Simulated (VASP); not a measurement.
Runs of VASP 6.6.1 on Mg2NCl. The structure is that of space group R-3m (No. 166), or close to it. The cells are those of the table. 

```tsv
task	level	potentials or basis	cell	k mesh	cutoff (eV)	smearing	gap on the mesh (eV)	pressure (GPa)	largest force (eV/Å)
single point	PBE	VASP PAW PBE potentials, release 64 (Mg, N, Cl)	a = 6.235 Å, angles 30.6°, 4 atoms	10 × 10 × 10	520	fermi-dirac 0.02 eV	2.40	2.1	0.04
single point	PBE	VASP PAW PBE potentials, release 64 (Mg, N, Cl)	a = 6.306 Å, angles 30.5°, 4 atoms	8 × 8 × 8	520	fermi-dirac 0.02 eV	2.20	(a)	0.05
single point	LDA	VASP PAW LDA potentials, release 64 (Mg, N, Cl)	a = 6.235 Å, angles 30.6°, 4 atoms	10 × 10 × 10	520	gaussian 0.01 eV	2.33	-4.5	0.11
single point	PBEsol	VASP PAW PBE potentials, release 64 (Mg, N, Cl)	a = 6.228 Å, angles 30.6°, 4 atoms	8 × 8 × 8	520	fermi-dirac 0.02 eV	2.33	(c)	0.05
single point	LDA	VASP PAW LDA potentials, release 64 (Mg, N, Cl)	a = 6.141 Å, angles 30.7°, 4 atoms	8 × 8 × 8	520	fermi-dirac 0.02 eV	2.60	-0.7	0.04
relaxation of cell and atoms	PBEsol	VASP PAW PBE potentials, release 64 (Mg, N, Cl)	relaxed from a = 6.306 Å, angles 30.5°, 4 atoms	8 × 8 × 8	600	fermi-dirac 0.02 eV	2.36	0.0	-
single point	PBE	VASP PAW PBE potentials, release 64 (Mg, N, Cl)	a = 6.235 Å, angles 30.6°, 4 atoms	6 × 6 × 6	520	gaussian 0.01 eV	2.39	2.1	0.04
single point	r2SCAN	VASP PAW PBE potentials, release 64 (Mg, N, Cl)	a = 6.235 Å, angles 30.6°, 4 atoms	10 × 10 × 10	520	gaussian 0.01 eV	(b)	-0.5	0.07
```

Alike in all rows: no spin polarisation.

**Question.** Fill in the values left out.

**Answer.** (a) -0.4; (b) 3.08; (c) -0.2.

Caveats: the PAW data sets were made with another functional, which shifts forces and pressure a little (at least some runs); the cell stands under tension (at least some runs).

A k mesh can miss the band edges.
